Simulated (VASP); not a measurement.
# Zn (Im-3m) in VASP: a series of runs

Zn is run at these levels: PBEsol; tasks: relaxation of cell and atoms.

Program: VASP 6.6.1. These are calculated values, not measurements. Logs are shortened: lines on timing, memory, paths and dates and some standing lists are left out, and cuts for length are marked.

## Step 1: The cell of the first run

Symmetry: Im-3m, No. 229, cubic system. Conventional cell: a = 2.417 Å, b = 2.417 Å, c = 2.417 Å, α = 90.00°, β = 90.00°, γ = 90.00°. Within 2.8 Å of Zn (site symmetry m-3m) lie 14 Zn at 2.09 to 2.42 Å.

This isn't the form of Zn at room conditions, which is hcp.

## Step 2: Relaxation of cell and atoms, PBEsol, target pressure 350 GPa, at which the enthalpy is minimised

Contents of INCAR:

```
SYSTEM = Zn
PREC = Accurate
ENCUT = 600
EDIFF = 1E-6
ISMEAR = -1
SIGMA = 0.08
LREAL = .False.
LASPH = .True.
NELM = 100
ALGO = Normal
ISIF = 3
LWAVE = .False.
LCHARG = .False.
GGA = PS
IBRION = 2
NSW = 60
EDIFFG = -0.005
PSTRESS = 3500.0
```

Contents of KPOINTS:

```
Automatic mesh
0
Gamma
  22 22 22
  0 0 0
```

Contents of POSCAR:

```
Zn
1.0
   -1.2082929207      1.2082929207      1.2082929207
    1.2082929207     -1.2082929207      1.2082929207
    1.2082929207      1.2082929207     -1.2082929207
Zn
1
Direct
    0.0000000000      0.0000000000      0.0000000000
```

Potentials or basis: VASP PAW PBE potentials, release 64 (Zn).

Command:

```
cat potpaw_PBE.64/Zn/POTCAR > POTCAR
mpirun -np 1 vasp_std > vasp.out
```

OUTCAR:

```text
SYSTEM = Zn
   PREC = Accurate
   ENCUT = 600
   EDIFF = 1E-6
   ISMEAR = -1
   LREAL = .False.
   LASPH = .True.
   NELM = 100
   ISIF = 3
   GGA = PS
   IBRION = 2
   NSW = 60
   EDIFFG = -0.005
   PSTRESS = 3500.0

 ion  position               nearest neighbor table
   1  0.000  0.000  0.000-

  LATTYP: Found a body centered cubic cell.
 ALAT       =     2.4165858414

  Lattice vectors:

 A1 = (  -1.2082929207,   1.2082929207,   1.2082929207)
 A2 = (   1.2082929207,  -1.2082929207,   1.2082929207)
 A3 = (   1.2082929207,   1.2082929207,  -1.2082929207)

Analysis of symmetry for initial positions (statically):
=====================================================================
 Subroutine PRICEL returns:
 Original cell was already a primitive cell.

 Routine SETGRP: Setting up the symmetry group for a
 body centered cubic supercell.

 Subroutine GETGRP returns: Found 48 space group operations
 (whereof 48 operations were pure point group operations)
 out of a pool of 48 trial point group operations.

The static configuration has the point symmetry O_h .

Analysis of symmetry for dynamics (positions and initial velocities):
=====================================================================
 Subroutine PRICEL returns:
 Original cell was already a primitive cell.

 Routine SETGRP: Setting up the symmetry group for a
 body centered cubic supercell.

 Subroutine GETGRP returns: Found 48 space group operations
 (whereof 48 operations were pure point group operations)
 out of a pool of 48 trial point group operations.

The dynamic configuration has the point symmetry O_h .

 Subroutine INISYM returns: Found 48 space group operations
 (whereof 48 operations are pure point group operations),
 and found     1 'primitive' translations

----------------------------------------------------------------------------------------

                                     Primitive cell

  volume of cell :       7.0563

  direct lattice vectors                    reciprocal lattice vectors
    -1.208292921  1.208292921  1.208292921     0.000000000  0.413806943  0.413806943
     1.208292921 -1.208292921  1.208292921     0.413806943  0.000000000  0.413806943
     1.208292921  1.208292921 -1.208292921     0.413806943  0.413806943  0.000000000

  length of vectors
     2.092824729  2.092824729  2.092824729     0.585211391  0.585211391  0.585211391

  position of ions in fractional coordinates (direct lattice)
     0.000000000  0.000000000  0.000000000

  ion indices of the primitive-cell ions
   primitive index   ion index
                 1           1

----------------------------------------------------------------------------------------

 KPOINTS: Automatic mesh

Automatic generation of k-mesh.
 Grid dimensions read from file:
 generate k-points for:   22   22   22

 Generating k-lattice:

  Cartesian coordinates                     Fractional coordinates (reciprocal lattice)
     0.000000000  0.018809407  0.018809407     0.045454545  0.000000000  0.000000000
     0.018809407  0.000000000  0.018809407     0.000000000  0.045454545  0.000000000
     0.018809407  0.018809407  0.000000000     0.000000000  0.000000000  0.045454545

  Length of vectors
     0.026600518  0.026600518  0.026600518

  Shift w.r.t. Gamma in fractional coordinates (k-lattice)
     0.000000000  0.000000000  0.000000000

 Subroutine IBZKPT returns following result:
 ===========================================

 Found    328 irreducible k-points:

 Following reciprocal coordinates:
            Coordinates               Weight
  0.000000  0.000000  0.000000      1.000000
  0.045455  0.000000  0.000000     12.000000
  0.090909  0.000000  0.000000     12.000000
  0.136364  0.000000  0.000000     12.000000
  0.181818  0.000000  0.000000     12.000000
  0.227273  0.000000  0.000000     12.000000
[... 16 lines left out ...]
  0.090909  0.090909  0.000000     24.000000
  0.136364  0.090909 -0.000000     48.000000
 [... further k-points ...]
   k-points           NKPTS =    328   k-points in BZ     NKDIM =    328   number of bands    NBANDS=     10
   number of dos      NEDOS =    301   number of ions     NIONS =      1
   total plane-waves  NPLWV =   5832
   dimension x,y,z NGX =    18 NGY =   18 NGZ =   18
   dimension x,y,z NGXF=    36 NGYF=   36 NGZF=   36
   ions per type =               1
   NGX,Y,Z   is equivalent  to a cutoff of  14.30, 14.30, 14.30 a.u.
   NGXF,Y,Z  is equivalent  to a cutoff of  28.60, 28.60, 28.60 a.u.
 SYSTEM =  Zn
   PREC   = accura    normal or accurate (medium, high low for compatibility)
   ISTART =      0    job   : 0-new  1-cont  2-samecut
   ICHARG =      2    charge: 1-file 2-atom 10-const
   ISPIN  =      1    spin polarized calculation?
   LNONCOLLINEAR =      F non collinear calculations
   LSORBIT =      F    spin-orbit coupling
   LASPH  =      T    aspherical Exc in radial PAW
   ENCUT  =  600.0 eV  44.10 Ry    6.64 a.u.   4.18  4.18  4.18*2*pi/ulx,y,z
   NELM   =    100;   NELMIN=  2; NELMDL= -5     # of ELM steps
   EDIFF  = 0.1E-05   stopping-criterion for ELM
   LREAL  =      F    real-space projection
   EDIFFG = -.5E-02   stopping-criterion for IOM
   NSW    =     60    number of steps for IOM
   IBRION =      2    ionic relax: 0-MD 1-quasi-New 2-CG
   NFREE  =      1    steps in history (QN), initial steepest desc. (CG)
   ISIF   =      3    stress and relaxation
   ISYM   =      2    0-nonsym 1-usesym 2-fastsym
   POTIM  = 0.5000    time-step for ionic-motion
   TEBEG  =    0.0;   TEEND  =   0.0 temperature during run
   PSTRESS= 3500.0 pullay stress
   NELECT =      12.0000    total number of electrons
   NUPDOWN=      -1.0000    fix difference up-down
   EMIN   =  10.00;   EMAX   =-10.00  energy-range for DOS
   EFERMI =   0.00;   METHOD = LEGACY
   ISMEAR =    -1;   SIGMA  =   0.08  broadening in eV -4-tet -1-fermi 0-gaus
   EFERMI_NEDOS =   21; number of points for ismear=-14 and -15
   IALGO  =     38    algorithm
   IMIX   =      4    mixing-type and parameters
     AMIX     =   0.40;   BMIX     =  1.00
     AMIX_MAG =   1.60;   BMIX_MAG =  1.00
  volume/ion in A,a.u.               =       7.06        47.62
  Fermi-wavevector in a.u.,A,eV,Ry     =   1.954083  3.692682 51.953038  3.818441
  Thomas-Fermi vector in A             =   2.980749
   LORBIT       =      0    0 simple, 1 ext, 2 COOP (PROOUT), +10 PAW based schemes
   GGA     = PS    functional components
   LHFCALC =     F    Hartree Fock is set to
   AEXX    =    0.0000 exact exchange contribution
   IVDW    =     0    specifies the selected vdW correction
   LEPSILON=     F    determine dielectric tensor
   LRPA    =     F    only Hartree local field effects (RPA)
 conjugate gradient relaxation of ions
 non-spin polarized calculation
  energy-cutoff  :      600.00
  volume of cell :        7.06
 maximum number of plane-waves:       243
 NGX is ok and might be reduce to    18
   NGX =  9   NGY =  9   NGZ =  9

--------------------------------------- Ionic step        1  -------------------------------------------

 number of electron      12.0000004 magnetization

 Free energy of the ion-electron system (eV)
  ---------------------------------------------------
  ext. energy  EPLUGINS =         0.00000000
  ---------------------------------------------------
  free energy    TOTEN  =         2.58233543 eV

  energy without entropy =        2.58703589  energy(sigma->0) =        2.58468566

------------------------ aborting loop because EDIFF is reached ----------------------------------------

  FORCE on cell =-STRESS in cart. coord.  units (eV):
  Direction    XX          YY          ZZ          XY          YZ          ZX
  --------------------------------------------------------------------------------------
  -------------------------------------------------------------------------------------
  Total       15.9181214     15.9181214     15.9181214      0.0000000      0.0000000      0.0000000
  in kB     3614.3125830   3614.3125830   3614.3125830      0.0000000      0.0000000      0.0000000
  external PRESSURE =     114.3125830 kB  Pullay stress =    3500.0000000 kB
[... 96 lines left out ...]
  enthalpy is  TOTEN    =        17.9949292851 eV   P V=       15.5461040704

--------------------------------------- Ionic step        4  -------------------------------------------

 number of electron      12.0000000 magnetization

 Free energy of the ion-electron system (eV)
  ---------------------------------------------------
  ext. energy  EPLUGINS =         0.00000000
  ---------------------------------------------------
  free energy    TOTEN  =         2.45367391 eV

  energy without entropy =        2.45840912  energy(sigma->0) =        2.45604152

 E-fermi :  13.0925     XC(G=0): -16.4067

 val. band max:       13.0889221215   @ k =   0.4091   0.0909   0.0909
 cond. band min:      13.1097512235   @ k =   0.4091   0.1364   0.0455
 fundamental gap:      0.0208291019
 Fermi energy:        13.0924655483

 k-point     1 :       0.0000    0.0000    0.0000
  band No.  band energies     occupation
      1      -7.5811      2.00000
      2      -0.4205      2.00000
      3      -0.4205      2.00000
      4      -0.4205      2.00000
      5       1.3827      2.00000
      6       1.3827      2.00000
      7      39.4226      0.00000
      8      39.4227      0.00000
      9      39.4227      0.00000
     10      45.5019      0.00000
[... 287 lines left out ...]
 k-point    24 :       0.1364    0.0909   -0.0000
  band No.  band energies     occupation
      1      -5.5542      2.00000
      2      -0.7814      2.00000
      3      -0.6257      2.00000
      4       0.6309      2.00000
      5       1.0546      2.00000
      6       1.4782      2.00000
      7      29.6995      0.00000
      8      32.2325      0.00000
      9      37.4647      0.00000
     10      39.3735      0.00000

 [... further k-points ...]

------------------------ aborting loop because EDIFF is reached ----------------------------------------

  FORCE on cell =-STRESS in cart. coord.  units (eV):
  Direction    XX          YY          ZZ          XY          YZ          ZX
  --------------------------------------------------------------------------------------
  -------------------------------------------------------------------------------------
  Total       15.5449020     15.5449020     15.5449020     -0.0000000     -0.0000000     -0.0000000
  in kB     3500.8217033   3500.8217033   3500.8217033     -0.0000000     -0.0000000     -0.0000000
  external PRESSURE =       0.8217033 kB  Pullay stress =    3500.0000000 kB
[... 16 lines left out ...]
  FREE ENERGIE OF THE ION-ELECTRON SYSTEM (eV)
  ---------------------------------------------------
  free  energy   TOTEN  =         2.4536739102 eV

  energy  without entropy=        2.4584091217  energy(sigma->0) =        2.45604152

  enthalpy is  TOTEN    =        17.9949272362 eV   P V=       15.5412533260

 reached required accuracy - stopping structural energy minimisation
```

It took 87 s on 1 thread of AMD EPYC 7R13, shared host; peak memory 0.12 GiB.

What came out:

```
Free energy                                                : 2.4537 eV
Relaxed volume                                             : 7.11 Å³/atom
Relaxed cell                                               : a = 2.099 Å, b = 2.099 Å, c = 2.099 Å, α = 109.47°, β = 109.47°, γ = 109.47°
Space group after relaxing (to 0.1 Å)                      : Im-3m (No. 229)
Energy change on relaxing (the run minimises the enthalpy) : -128.7 meV/atom
Ionic steps                                                : 4
Pressure after relaxing                                    : 350.1 GPa
Band gap on the k mesh                                     : zero (bands 6 and 7 overlap by 5.03 eV)
```

Step by step:
| step | energy change (eV) | largest force (eV/Å) | pressure (GPa) | volume (Å³) |
| --- | --- | --- | --- | --- |
| 1 | 0.0000 | 0.0000 | 361.43 | 7.06 |
| 2 | -1.0322 | 0.0000 | 271.32 | 7.58 |
| 3 | -0.1335 | 0.0000 | 349.57 | 7.12 |
| 4 | -0.1287 | 0.0000 | 350.08 | 7.11 |

Final structure:
```cif
data_structure
_symmetry_space_group_name_H-M 'P 1'
_symmetry_Int_Tables_number 1
_cell_length_a 2.0985
_cell_length_b 2.0985
_cell_length_c 2.0985
_cell_angle_alpha 109.471
_cell_angle_beta 109.471
_cell_angle_gamma 109.471
_cell_volume 7.11
loop_
_atom_site_label
_atom_site_type_symbol
_atom_site_fract_x
_atom_site_fract_y
_atom_site_fract_z
_atom_site_occupancy
Zn1 Zn 0.00000 0.00000 0.00000 1
```

Levels at points of the mesh, in eV from the Fermi level:
```csv
k point,band 4,band 5,band 6,band 7,band 8,band 9
"(0.00, 0.00, 0.00)",-13.51,-11.71,-11.71,26.33,26.33,26.33
"(0.50, 0.00, 0.00)",-11.51,-10.40,-8.73,-0.23,16.50,18.37
"(0.50, 0.50, 0.50)",-10.71,-10.71,4.23,4.23,4.23,11.07
```

Caveat: the cell is relaxed towards a set pressure, so the run minimises the enthalpy, not the energy; the PAW data sets were made with another functional, which shifts forces and pressure a little.

## Step 3: Relaxation of cell and atoms, PBEsol, target pressure 350 GPa, at which the enthalpy is minimised

Contents of INCAR:

```
ALGO = Normal
EDIFF = 1E-7
EDIFFG = -0.005
ENCUT = 600
GGA = PS
IBRION = 2
ISIF = 3
ISMEAR = -1
LASPH = True
LCHARG = False
LREAL = False
LWAVE = False
NELM = 60
NSW = 32
PREC = Accurate
PSTRESS = 3500.0
SIGMA = 0.08
```

Contents of KPOINTS:

```
k-points
0
Gamma
  22 22 22
```

Contents of POSCAR:

```
Zn
1.0
   -1.2090837053      1.2090837053      1.2090837053
    1.2090837053     -1.2090837053      1.2090837053
    1.2090837053      1.2090837053     -1.2090837053
Zn
1
Direct
    0.0000000000      0.0000000000      0.0000000000
```

Potentials or basis: VASP PAW PBE potentials, release 64 (Zn).

Command:

```
cat potpaw_PBE.64/Zn/POTCAR > POTCAR
mpirun -np 1 vasp_std > vasp.out
```

Wall time 94 s (1 thread of AMD EPYC 7R13, shared host); peak memory 0.12 GiB.

Results (log left out):

- Free energy: 2.4526 eV
- Relaxed volume: 7.11 Å³/atom
- Relaxed cell: a = 2.099 Å, b = 2.099 Å, c = 2.099 Å, α = 109.47°, β = 109.47°, γ = 109.47°
- Space group after relaxing (to 0.1 Å): Im-3m (No. 229)
- Energy change on relaxing (the run minimises the enthalpy): -98.5 meV/atom
- Ionic steps: 4
- Pressure after relaxing: 350.0 GPa
- Band gap on the k mesh: zero (bands 6 and 7 overlap by 5.03 eV)

Step by step:
```
step  energy change (eV)  largest force (eV/Å)  pressure (GPa)  volume (Å³)
   1              0.0000                0.0000          358.67         7.07
   2             -0.8018                0.0000          288.45         7.47
   3             -0.1005                0.0000          349.82         7.12
   4             -0.0985                0.0000          350.00         7.11
```

Final structure:
```
Zn
1.0
    -1.21162    1.21162    1.21162
     1.21162   -1.21162    1.21162
     1.21162    1.21162   -1.21162
Zn
1
Cartesian
  0.0000 0.0000 0.0000
```

Levels at points of the mesh, in eV from the Fermi level:
| k point | band 3 | band 4 | band 5 | band 6 | band 7 | band 8 | band 9 | band 10 |
| --- | --- | --- | --- | --- | --- | --- | --- | --- |
| (0.00, 0.00, 0.00) | -13.51 | -13.51 | -11.71 | -11.71 | 26.33 | 26.33 | 26.33 | 32.41 |
| (0.50, 0.00, 0.00) | -11.75 | -11.50 | -10.40 | -8.73 | -0.23 | 16.50 | 18.37 | 22.32 |
| (0.50, 0.50, 0.50) | -10.71 | -10.71 | -10.71 | 4.23 | 4.23 | 4.23 | 11.07 | 11.07 |

Caveat: the cell is relaxed towards a set pressure, so the run minimises the enthalpy, not the energy; the PAW data sets were made with another functional, which shifts forces and pressure a little.

The gap in the log of VASP goes by the Fermi energy; the results here count the filled bands.